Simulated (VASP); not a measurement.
GaGe3, 4 atoms in the cell. It takes space group Pm-3m (No. 221, cubic). The conventional cell has a = 4.156 Å, b = 4.156 Å, c = 4.156 Å, α = 90.00°, β = 90.00°, γ = 90.00°. Within 3.9 Å of Ge (site symmetry 4/mmm) lie 8 Ge at 2.94 Å and 4 Ga at 2.94 Å. Within 3.9 Å of Ga (site symmetry m-3m) lie 12 Ge at 2.94 Å. 

```yaml
Program: VASP 6.6.1
Task: single point
Functional: PBEsol
Potentials_or_basis: VASP PAW PBE potentials, release 64 (Ge_d, Ga_d)
Cutoff: 520 eV
k_mesh: 6 × 6 × 6
Occupations: fermi-dirac, width 0.05 eV
Spin: no spin polarisation
Dipole_correction: no
Further_INCAR_settings: ALGO = Normal; EDIFF = 1e-07; NBANDS = 36
```

Potentials or basis: VASP PAW PBE potentials, release 64 (Ge_d, Ga_d).

Launch:

```bash
$ cat potpaw_PBE.64/Ge_d/POTCAR potpaw_PBE.64/Ga_d/POTCAR > POTCAR
$ mpirun -np 1 vasp_std > vasp.out
```

Hardware: 1 thread of Intel(R) Xeon(R) Platinum 8375C CPU @ 2.90GHz (Ice Lake), on a shared host.

Task: How long does it take, and how much memory?

Result: Wall time 24 s on 1 thread of Intel(R) Xeon(R) Platinum 8375C CPU @ 2.90GHz (Ice Lake) (shared host), peak memory 0.19 GiB. Counts: scf iterations 12, k points 20.
